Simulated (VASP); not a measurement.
A run of VASP 6.6.1:

The input INCAR:

```
  ALGO = Normal
  EDIFF = 1E-6
  ENCUT = 520
  GGA = PE
  ISIF = 2
  ISMEAR = 0
  LASPH = T
  LCHARG = F
  LREAL = F
  LWAVE = F
  NBANDS = 16
  NELM = 60
  PREC = Accurate
  SIGMA = 0.01
```

Contents of KPOINTS:

```
k-points
0
Gamma
  5 5 5
```

File POSCAR:

```
ZnSe
1.0
    0.0000000000      2.8147806350      2.8147806350
    2.8147806350      0.0000000000      2.8147806350
    2.8147806350      2.8147806350      0.0000000000
Zn Se
1 1
Direct
    0.0000000000      0.0000000000      0.0000000000
    0.2500000000      0.2500000000      0.2500000000
```

Potentials or basis: VASP PAW PBE potentials, release 64 (Zn, Se).

Command:

```bash
$ cat potpaw_PBE.64/Zn/POTCAR potpaw_PBE.64/Se/POTCAR > POTCAR
$ mpirun -np 1 vasp_std > vasp.out
```

Hardware: 1 thread of AMD EPYC 7R13 (shared host).

How long does it take, and how much memory?

It took 18 s on 1 thread of AMD EPYC 7R13 (shared host), peak memory 0.13 GiB. Counts: scf iterations 13, k points 10.
